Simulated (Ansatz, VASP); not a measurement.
One calculation of RbTe2P3, two programs

```
Rb Te P
1.0
     5.04163    0.00000    0.00000
    -2.52081    4.36618    0.00000
     0.00000    0.00000    7.96419
Rb Te P
1 2 3
Direct
  0.00000 0.00000 0.45455
  0.33333 0.66667 0.27703
  0.33333 0.66667 0.73716
  0.66667 0.33333 0.51646
  0.66667 0.33333 0.94773
  0.00000 0.00000 0.06707
```

Change from the starting cell: species swapped into the Dy2In3Cu type (P3m1, No. 156).

Alike in both runs: task relaxation of cell and atoms; functional PBE; k mesh 6 × 6 × 2; occupations gaussian, width 0.1 eV; no spin polarisation.

|  | VASP | Ansatz |
| --- | --- | --- |
| version | VASP 6.6.1 | Ansatz 0.2.0 |
| potentials or method | VASP PAW PBE potentials, release 64 (Rb_sv, Te, P), cutoff 600 eV | scalar-relativistic, plane waves, PAW |
| valence electrons in the cell | 36 | 56 |

|  | VASP | Ansatz | Ansatz less VASP |
| --- | --- | --- | --- |
| gap on the k mesh at the Fermi level, each at its own relaxed structure (eV) | none | none | - |
| relaxed volume (Å³/atom) | 28.28 | 30.11 | +1.824 |
| relaxed cell length with the largest relative difference (Å) | 9.383 | 10.538 | +1.1550 |

A gap of «none» marks a metal or a gap that the smearing closes. One of these differences is far larger than is usual between the two programs; its cause wasn't traced. VASP's potentials hold 36 valence electrons a cell and Ansatz's 56, so a difference there can come from the potentials and not from the codes.

The k mesh is coarse, so the values compare programs but aren't converged. Neither program's run includes spin-orbit coupling.
